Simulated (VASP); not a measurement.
# Os (P6_3/mmc) in VASP: notebook

Runs on Os. Level: PBE. Tasks: single point, relaxation of cell and atoms.

Everything below comes from runs of VASP 6.6.1. Logs are shortened: lines on timing, memory, paths and dates and some standing lists are left out, and cuts for length are marked.

## (1) The cell of the first run

It takes space group P6_3/mmc (No. 194, hexagonal). The conventional cell has a = 2.749 Å, b = 2.749 Å, c = 4.362 Å, α = 90.00°, β = 90.00°, γ = 120.00°. Os (site symmetry -6m2) has 12 Os at 2.70 to 2.75 Å within 3.6 Å.

## (2) Single point, PBE

INCAR reads:

```
ALGO = Fast ; EDIFF = 1E-6
ENCUT = 520 ; GGA = PE
ISIF = 2 ; ISMEAR = 0
LASPH = True ; LCHARG = False
LREAL = False ; LWAVE = False
NBANDS = 15 ; NELM = 100
PREC = Accurate ; SIGMA = 0.05
```

KPOINTS reads:

```
k-points
0
Gamma
  8 8 6
```

POSCAR reads:

```
Os
1.0
    2.7485690289      0.0000000000      0.0000000000
   -1.3742845145      2.3803306031      0.0000000000
    0.0000000000      0.0000000000      4.3623107446
Os
2
Direct
    0.3333333333      0.6666666667      0.7500000000
    0.6666666667      0.3333333333      0.2500000000
```

Potentials or basis: VASP PAW PBE potentials, release 64 (Os).

Started as:

```bash
> cat potpaw_PBE.64/Os/POTCAR > POTCAR
> mpirun -np 1 vasp_std > vasp.out
```

OUTCAR:

```text
EDIFF = 1E-6
   ENCUT = 520
   GGA = PE
   ISIF = 2
   ISMEAR = 0
   LASPH = True
   LREAL = False
   NELM = 100
   PREC = Accurate

 ion  position               nearest neighbor table
   1  0.333  0.667  0.750-   2 2.70   2 2.70   2 2.70   2 2.70   2 2.70   2 2.70
   2  0.667  0.333  0.250-   1 2.70   1 2.70   1 2.70   1 2.70   1 2.70   1 2.70

  LATTYP: Found a hexagonal cell.
 ALAT       =     2.7485690289
 C/A-ratio  =     1.5871206794

  Lattice vectors:

 A1 = (   2.7485690289,   0.0000000000,   0.0000000000)
 A2 = (  -1.3742845145,   2.3803306031,   0.0000000000)
 A3 = (   0.0000000000,   0.0000000000,   4.3623107446)

Analysis of symmetry for initial positions (statically):
=====================================================================
 Subroutine PRICEL returns:
 Original cell was already a primitive cell.

 Routine SETGRP: Setting up the symmetry group for a
 hexagonal supercell.

 Subroutine GETGRP returns: Found 24 space group operations
 (whereof 12 operations were pure point group operations)
 out of a pool of 24 trial point group operations.

The static configuration has the point symmetry D_3d.
 The point group associated with its full space group is D_6h.

Analysis of symmetry for dynamics (positions and initial velocities):
=====================================================================
 Subroutine PRICEL returns:
 Original cell was already a primitive cell.

 Routine SETGRP: Setting up the symmetry group for a
 hexagonal supercell.

 Subroutine GETGRP returns: Found 24 space group operations
 (whereof 12 operations were pure point group operations)
 out of a pool of 24 trial point group operations.

The dynamic configuration has the point symmetry D_3d.
 The point group associated with its full space group is D_6h.

 Subroutine INISYM returns: Found 24 space group operations
 (whereof 12 operations are pure point group operations),
 and found     1 'primitive' translations

----------------------------------------------------------------------------------------

                                     Primitive cell

  volume of cell :      28.5404

  direct lattice vectors                    reciprocal lattice vectors
     2.748569029  0.000000000  0.000000000     0.363825681  0.210054855  0.000000000
    -1.374284514  2.380330603  0.000000000     0.000000000  0.420109710  0.000000000
[... 89 lines left out ...]
   IBRION =     -1    ionic relax: 0-MD 1-quasi-New 2-CG
   NFREE  =      0    steps in history (QN), initial steepest desc. (CG)
   ISIF   =      2    stress and relaxation
   ISYM   =      2    0-nonsym 1-usesym 2-fastsym
   POTIM  = 0.5000    time-step for ionic-motion
   TEBEG  =    0.0;   TEEND  =   0.0 temperature during run
   PSTRESS=    0.0 pullay stress
   NELECT =      16.0000    total number of electrons
   NUPDOWN=      -1.0000    fix difference up-down
   EMIN   =  10.00;   EMAX   =-10.00  energy-range for DOS
   EFERMI =   0.00;   METHOD = LEGACY
   ISMEAR =     0;   SIGMA  =   0.05  broadening in eV -4-tet -1-fermi 0-gaus
   EFERMI_NEDOS =   21; number of points for ismear=-14 and -15
   IALGO  =     68    algorithm
   IMIX   =      4    mixing-type and parameters
     AMIX     =   0.40;   BMIX     =  1.00
     AMIX_MAG =   1.60;   BMIX_MAG =  1.00
  volume/ion in A,a.u.               =      14.27        96.30
  Fermi-wavevector in a.u.,A,eV,Ry     =   1.349878  2.550900 24.792151  1.822172
  Thomas-Fermi vector in A             =   2.477429
   LORBIT       =      0    0 simple, 1 ext, 2 COOP (PROOUT), +10 PAW based schemes
   GGA     = PE    functional components
   LHFCALC =     F    Hartree Fock is set to
   AEXX    =    0.0000 exact exchange contribution
   IVDW    =     0    specifies the selected vdW correction
   LEPSILON=     F    determine dielectric tensor
   LRPA    =     F    only Hartree local field effects (RPA)
 non-spin polarized calculation
 RMM-DIIS sequential band-by-band and
 Gauss-broadening in eV      SIGMA  =   0.05
  energy-cutoff  :      520.00
  volume of cell :       28.54
 maximum number of plane-waves:       780
   NGX = 11   NGY = 11   NGZ = 17

 number of electron      16.0000000 magnetization

 Free energy of the ion-electron system (eV)
  ---------------------------------------------------
  ext. energy  EPLUGINS =         0.00000000
  ---------------------------------------------------
  free energy    TOTEN  =       -22.51447634 eV

  energy without entropy =      -22.51159292  energy(sigma->0) =      -22.51303463

 E-fermi :   9.1364     XC(G=0): -13.9433

 val. band max:        9.1358994132   @ k =   0.0000   0.0000   0.0000
 cond. band min:       9.1387160814   @ k =   0.1250  -0.0000   0.3333
 fundamental gap:      0.0028166683
 Fermi energy:         9.1364136857

 k-point     1 :       0.0000    0.0000    0.0000
  band No.  band energies     occupation
      1      -1.5954      2.00000
      2       1.5610      2.00000
      3       6.2152      2.00000
      4       6.2152      2.00000
      5       6.3927      2.00000
      6       7.0174      2.00000
      7       7.0174      2.00000
      8       7.6832      2.00000
      9       7.6832      2.00000
     10       9.1359      1.01161
     11      10.8001      0.00000
     12      10.8001      0.00000
     13      17.9415      0.00000
     14      23.2380      0.00000
[... 401 lines left out ...]
      2       2.6236      2.00000
      3       3.7773      2.00000
      4       4.5485      2.00000
      5       6.8910      2.00000
      6       6.9535      2.00000
      7       8.1981      2.00000
      8       9.1907      0.12502
      9      10.4940      0.00000
     10      10.6174      0.00000
     11      11.1648      0.00000
     12      13.4673      0.00000
     13      19.0691      0.00000
     14      21.6564      0.00000
     15      24.2935      0.00000

 [... further k-points ...]
[... 5 lines left out ...]
  --------------------------------------------------------------------------------------
  -------------------------------------------------------------------------------------
  Total       -0.0215321     -0.0215321     -0.0643319      0.0000000      0.0000000      0.0000000
  in kB       -1.2087490     -1.2087490     -3.6114084      0.0000000      0.0000000      0.0000000
  external PRESSURE =      -2.0096355 kB  Pullay stress =       0.0000000 kB

 VOLUME and BASIS-vectors are now :
 -----------------------------------------------------------------------------
  energy-cutoff  :      520.00
  volume of cell :       28.54
      direct lattice vectors                 reciprocal lattice vectors
     2.748569029  0.000000000  0.000000000     0.363825681  0.210054855  0.000000000
    -1.374284514  2.380330603  0.000000000     0.000000000  0.420109710  0.000000000
     0.000000000  0.000000000  4.362310745     0.000000000  0.000000000  0.229236306

 POSITION                                       TOTAL-FORCE (eV/Angst)
 -----------------------------------------------------------------------------------
     -0.00000      1.58689      3.27173        -0.000000      0.000000      0.000000
      1.37428      0.79344      1.09058         0.000000      0.000000      0.000000
 -----------------------------------------------------------------------------------
    total drift:                               -0.000000      0.000000     -0.000000

  FREE ENERGIE OF THE ION-ELECTRON SYSTEM (eV)
  ---------------------------------------------------
  free  energy   TOTEN  =       -22.5144763411 eV

  energy  without entropy=      -22.5115929195  energy(sigma->0) =      -22.51303463
```

Wall time 24 s (1 thread of Intel Xeon 8259CL, shared host); peak memory 0.14 GiB.

Results:

- Free energy: -22.5145 eV
- Pressure: -0.2 GPa
- Band gap on the k mesh: zero (bands 8 and 9 overlap by 3.66 eV)

Caveat: spin-orbit coupling is left out, which moves the levels of the heavy elements.

## (3) Relaxation of cell and atoms, PBE

This run uses another cell than the first one, of 14.06 Å³/atom.

INCAR reads:

```
PREC = Accurate
ENCUT = 600
EDIFF = 1E-6
ISMEAR = 0
SIGMA = 0.05
LREAL = F
LASPH = T
NELM = 80
ALGO = Normal
ISIF = 3
LWAVE = F
LCHARG = F
GGA = PE
IBRION = 2
NSW = 80
EDIFFG = -0.03
```

KPOINTS reads:

```
Automatic mesh
0
Gamma
  8 8 6
```

POSCAR reads:

```
Os
1.0
    2.7400000000      0.0000000000      0.0000000000
   -1.3700000000      2.3729096064      0.0000000000
    0.0000000000      0.0000000000      4.3264600000
Os
2
Direct
    0.3333333333      0.6666666667      0.7500000000
    0.6666666667      0.3333333333      0.2500000000
```

Potentials or basis: VASP PAW PBE potentials, release 64 (Os).

Started as:

```bash
> cat potpaw_PBE.64/Os/POTCAR > POTCAR
> mpirun -np 1 vasp_std > vasp.out
```

OUTCAR:

```text
PREC = Accurate
   ENCUT = 600
   EDIFF = 1E-6
   ISMEAR = 0
   LREAL = F
   LASPH = T
   NELM = 80
   ISIF = 3
   GGA = PE
   IBRION = 2
   NSW = 80
   EDIFFG = -0.03

 ion  position               nearest neighbor table
   1  0.333  0.667  0.750-   2 2.68   2 2.68   2 2.68   2 2.68   2 2.68   2 2.68
   2  0.667  0.333  0.250-   1 2.68   1 2.68   1 2.68   1 2.68   1 2.68   1 2.68

  LATTYP: Found a hexagonal cell.
 ALAT       =     2.7400000000
 C/A-ratio  =     1.5790000000

  Lattice vectors:

 A1 = (   2.7400000000,   0.0000000000,   0.0000000000)
 A2 = (  -1.3700000000,   2.3729096064,   0.0000000000)
 A3 = (   0.0000000000,   0.0000000000,   4.3264600000)

Analysis of symmetry for initial positions (statically):
=====================================================================
 Subroutine PRICEL returns:
 Original cell was already a primitive cell.

 Routine SETGRP: Setting up the symmetry group for a
 hexagonal supercell.

 Subroutine GETGRP returns: Found 24 space group operations
 (whereof 12 operations were pure point group operations)
 out of a pool of 24 trial point group operations.

The static configuration has the point symmetry D_3d.
 The point group associated with its full space group is D_6h.

Analysis of symmetry for dynamics (positions and initial velocities):
=====================================================================
 Subroutine PRICEL returns:
 Original cell was already a primitive cell.

[... 337 lines left out ...]

 number of electron      16.0000001 magnetization

 Free energy of the ion-electron system (eV)
  ---------------------------------------------------
  ext. energy  EPLUGINS =         0.00000000
  ---------------------------------------------------
  free energy    TOTEN  =       -22.51602598 eV

  energy without entropy =      -22.51312410  energy(sigma->0) =      -22.51457504

 E-fermi :   9.1387     XC(G=0): -13.9437

 val. band max:        9.1164206758   @ k =   0.1250   0.1250   0.3333
 cond. band min:       9.1412774584   @ k =   0.1250  -0.0000   0.3333
 fundamental gap:      0.0248567826
 Fermi energy:         9.1387077128

 k-point     1 :       0.0000    0.0000    0.0000
  band No.  band energies     occupation
      1      -1.5946      2.00000
      2       1.5624      2.00000
      3       6.2164      2.00000
      4       6.2164      2.00000
      5       6.3986      2.00000
      6       7.0198      2.00000
      7       7.0198      2.00000
      8       7.6821      2.00000
      9       7.6821      2.00000
     10       9.1419      0.92765
     11      10.8030      0.00000
     12      10.8030      0.00000
[... 331 lines left out ...]
 k-point    24 :       0.3750   -0.0000    0.3333
  band No.  band energies     occupation
      1       1.6932      2.00000
      2       2.6252      2.00000
      3       3.7787      2.00000
      4       4.5516      2.00000
      5       6.8904      2.00000
      6       6.9551      2.00000
      7       8.2003      2.00000
      8       9.1916      0.13429
      9      10.4951      0.00000
     10      10.6214      0.00000
     11      11.1677      0.00000
     12      13.4726      0.00000

 [... further k-points ...]
[... 5 lines left out ...]
  --------------------------------------------------------------------------------------
  -------------------------------------------------------------------------------------
  Total        0.0006275      0.0006275     -0.0066660     -0.0000000      0.0000000      0.0000000
  in kB        0.0352308      0.0352308     -0.3742522     -0.0000000      0.0000000      0.0000000
  external PRESSURE =      -0.1012636 kB  Pullay stress =       0.0000000 kB
[... 17 lines left out ...]
  FREE ENERGIE OF THE ION-ELECTRON SYSTEM (eV)
  ---------------------------------------------------
  free  energy   TOTEN  =       -22.5160259758 eV

  energy  without entropy=      -22.5131240983  energy(sigma->0) =      -22.51457504

 reached required accuracy - stopping structural energy minimisation
```

OSZICAR:

```text
N       E                     dE             d eps       ncg     rms          rms(c)
DAV:   1     0.122670473508E+03    0.12267E+03   -0.83156E+03   960   0.144E+03
DAV:   2    -0.152144436699E+02   -0.13788E+03   -0.12423E+03  1004   0.421E+02
DAV:   3    -0.236954217929E+02   -0.84810E+01   -0.77712E+01  1212   0.868E+01
DAV:   4    -0.239059383779E+02   -0.21052E+00   -0.20915E+00  1016   0.149E+01
[... 41 lines left out ...]
       N       E                     dE             d eps       ncg     rms          rms(c)
DAV:   1    -0.225162981249E+02   -0.47523E-03   -0.18914E-02   976   0.121E+00    0.900E-02
DAV:   2    -0.225160876013E+02    0.21052E-03   -0.22316E-04  1148   0.196E-01    0.432E-02
DAV:   3    -0.225160256655E+02    0.61936E-04   -0.12913E-04  1064   0.100E-01    0.928E-03
DAV:   4    -0.225160259758E+02   -0.31024E-06   -0.66857E-06   948   0.320E-02
   6 F= -.22516026E+02 E0= -.22514575E+02  d E =-.151618E-03
```

CONTCAR:

```text
Os
   1.00000000000000
     2.7487986033267333   -0.0000000000000000    0.0000000000000000
    -1.3743993016633667    2.3805294203990672    0.0000000000000000
     0.0000000000000000   -0.0000000000000000    4.3611054378089857
  Os
     2
Direct
     0.3333333332999970    0.6666666667000030    0.7500000000000000
     0.6666666667000030    0.3333333332999970    0.2500000000000000

  0.00000000E+00  0.00000000E+00  0.00000000E+00
  0.00000000E+00  0.00000000E+00  0.00000000E+00
```

Run time: 80 s. Hardware: 1 thread of Intel Xeon 8259CL, shared host; peak memory 0.17 GiB.

Results:

| Item | Value |
| --- | --- |
| Free energy | -22.5160 eV |
| Relaxed volume | 14.27 Å³/atom |
| Relaxed cell | a = 2.749 Å, b = 2.749 Å, c = 4.361 Å, α = 90.00°, β = 90.00°, γ = 120.00° |
| Space group after relaxing (to 0.1 Å) | P6_3/mmc (No. 194) |
| Energy gained by relaxing | 4.3 meV/atom |
| Ionic steps | 6 |
| Pressure after relaxing | 0.0 GPa |
| Band gap on the k mesh | zero (bands 8 and 9 overlap by 3.66 eV) |

Step by step:
```tsv
step	energy change (eV)	largest force (eV/Å)	pressure (GPa)	volume (Å³)
1	0.0000	0.0000	6.16	28.13
2	0.1305	0.0000	-21.97	30.39
3	-0.0084	0.0000	-0.33	28.56
4	-0.0085	0.0000	-0.13	28.55
5	-0.0084	0.0000	0.19	28.52
6	-0.0086	0.0000	-0.01	28.54
```

Final structure:
```
CELL_PARAMETERS angstrom
2.74880 0.00000 0.00000
-1.37440 2.38053 0.00000
0.00000 0.00000 4.36111
ATOMIC_POSITIONS crystal
Os 0.33333 0.66667 0.75000
Os 0.66667 0.33333 0.25000
```

Caveat: spin-orbit coupling is left out, which moves the levels of the heavy elements.
